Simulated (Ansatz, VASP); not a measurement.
## AlN in VASP and in Ansatz

```
Al N
1.0
     3.11300    0.00000    0.00000
    -1.55650    2.69594    0.00000
     0.00000    0.00000    4.98100
Al N
2 2
Cartesian
  1.5565 0.8986 2.4905
  0.0000 1.7973 0.0000
  1.5565 0.8986 4.3833
  0.0000 1.7973 1.8928
```

Alike in both runs: task relaxation of cell and atoms; functional PBE; k mesh 10 × 10 × 6; occupations fermi-dirac, width 0.05 eV; no spin polarisation.

```csv
,VASP,Ansatz
version,VASP 6.6.1,Ansatz 0.2.0
potentials or method,"VASP PAW PBE potentials, release 64 (Al, N), cutoff 600 eV","all-electron LAPW, scalar-relativistic"
```

|  | VASP | Ansatz | Ansatz less VASP |
| --- | --- | --- | --- |
| relaxed volume (Å³/atom) | 10.62 | 10.64 | +0.016 |
| relaxed length of the cell vector where the two differ most in proportion (Å) | 3.127 | 3.130 | +0.0023 |

Ansatz ran all-electron here, and VASP with PAW potentials.
